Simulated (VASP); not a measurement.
Wanted: the native input for a VASP 6.6.1 run.

* Task: relaxation of cell and atoms
* Functional: r2SCAN
* Dispersion: rVV10
* Potentials or basis: VASP PAW PBE potentials, release 64 (K_sv, Mg, I)
* Cutoff: 600 eV
* k mesh: 4 × 4 × 4
* Occupations: fermi-dirac, width 0.03 eV
* Spin: no spin polarisation
* Dipole correction: no
* Further INCAR settings: ALGO = Normal; EDIFF = 1e-06; IBRION = 2; EDIFFG = -0.01; NSW = 100; ISIF = 3

Crystal: KMgI3.

```
K Mg I
1.0
     5.75123    0.00000    0.00000
     0.00000    5.75123    0.00000
     0.00000    0.00000    5.75123
K Mg I
1 1 3
Direct
  0.00000 0.00000 0.00000
  0.50000 0.50000 0.50000
  0.50000 0.50000 0.00000
  0.50000 0.00000 0.50000
  0.00000 0.50000 0.50000
```

The input as run:

POSCAR

```
KMgI3
1.0
    5.7512317805      0.0000000000      0.0000000000
    0.0000000000      5.7512317805      0.0000000000
    0.0000000000      0.0000000000      5.7512317805
K Mg I
1 1 3
Direct
    0.0000000000      0.0000000000      0.0000000000
    0.5000000000      0.5000000000      0.5000000000
    0.5000000000      0.5000000000      0.0000000000
    0.5000000000      0.0000000000      0.5000000000
    0.0000000000      0.5000000000      0.5000000000
```

INCAR.step1

```
SYSTEM = KMgI3
ALGO     = Normal         ! electronic algorithm
EDIFF    = 1E-4           ! SCF threshold, eV
ENCUT    = 600            ! plane-wave cutoff, eV
GGA      = PE             ! functional
ISMEAR   = -1             ! smearing method
LASPH    = .True.         ! aspherical terms in the spheres
LCHARG   = .False.        ! write CHGCAR
LREAL    = .False.        ! projectors in reciprocal space
LWAVE    = .True.         ! write WAVECAR
NELM     = 60             ! most SCF steps
PREC     = Accurate       ! precision mode
SIGMA    = 0.03           ! smearing width, eV
```

INCAR.step2

```
SYSTEM = KMgI3
ALGO     = Normal         ! electronic algorithm
BPARAM   = 11.95        
CPARAM   = 0.0093       
EDIFF    = 1E-6           ! SCF threshold, eV
EDIFFG   = -0.01          ! ionic threshold
ENCUT    = 600            ! plane-wave cutoff, eV
IBRION   = 2              ! ionic algorithm
ISIF     = 3              ! what is computed and relaxed
ISMEAR   = -1             ! smearing method
ISTART   = 1            
IVDW_NL  = 2            
LASPH    = .True.         ! aspherical terms in the spheres
LCHARG   = .False.        ! write CHGCAR
LMIXTAU  = .True.       
LREAL    = .False.        ! projectors in reciprocal space
LUSE_VDW = .True.       
LWAVE    = .False.        ! write WAVECAR
METAGGA  = R2SCAN         ! meta-GGA
NELM     = 60             ! most SCF steps
NSW      = 100            ! ionic steps
PREC     = Accurate       ! precision mode
SIGMA    = 0.03           ! smearing width, eV
```

KPOINTS

```
k-points
0
Gamma
  4 4 4
  0 0 0
```

Potentials or basis: VASP PAW PBE potentials, release 64 (K_sv, Mg, I).

Launch:

```bash
$ cat potpaw_PBE.64/K_sv/POTCAR potpaw_PBE.64/Mg/POTCAR potpaw_PBE.64/I/POTCAR > POTCAR
$ cp INCAR.step1 INCAR
$ mpirun -np 1 vasp_std > vasp.out
$ cp INCAR.step2 INCAR
$ mpirun -np 1 vasp_std > vasp.out
```

Results of the run:

```yaml
Relaxed_volume: 38.28 Å³/atom
Relaxed_cell: a = 5.763 Å, b = 5.763 Å, c = 5.763 Å, α = 90.00°, β = 90.00°, γ = 90.00°
Space_group_after_relaxing_to_0.05_Å: Pm-3m (No. 221)
Energy_gained_by_relaxing: 0.2 meV/atom
Ionic_steps: 2
Pressure_after_relaxing: 0.0 GPa
Band_gap_on_the_k_mesh: 1.84 eV, indirect (least direct gap 2.39 eV)
```

Caveat: the PAW data sets were made with another functional, which shifts forces and pressure a little; spin-orbit coupling is left out, which moves the levels of the heavy elements.

Run time: 7.5 min on 1 thread of Intel Xeon 6975P-C (shared host), peak memory 0.79 GiB.
